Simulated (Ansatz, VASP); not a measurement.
One calculation of SiC, two programs

```
CELL_PARAMETERS angstrom
0.00000 2.16031 2.16031
2.16031 0.00000 2.16031
2.16031 2.16031 0.00000
ATOMIC_POSITIONS crystal
Si 0.00471 0.99529 0.00471
C 0.73898 0.76102 0.73898
```

Change from the starting cell: mode 6 frozen in at -0.048 Å, equal normal strain along x, y and z -0.0083.

Alike in both runs: task single point; functional PBEsol; k mesh 10 × 10 × 10; occupations gaussian, width 0.05 eV; no spin polarisation.

```csv
,VASP,Ansatz
version,VASP 6.6.1,Ansatz 0.2.0
potentials or method,"VASP PAW PBE potentials, release 64 (Si, C), cutoff 520 eV","scalar-relativistic, plane waves, PAW"
valence electrons in the cell,8,8
```

```tsv
	VASP	Ansatz	Ansatz less VASP
gap on the k mesh at the Fermi level (eV)	0.89	0.90	+0.009
least direct gap on the mesh (eV)	4.30	4.31	+0.009
pressure (GPa)	6.8	6.4	-0.38
traceless stress, the component that is largest in VASP (GPa)	-5.41	-5.36	+0.051
rms of the force components (eV/Å)	0.792	0.790	-0.0020
```

VASP's potentials were made for PBE, not for PBEsol. Atom by atom the forces differ by 0.002 eV/Å (rms over components). The functional is the same, so the differences come from potentials, cutoffs and numerics.
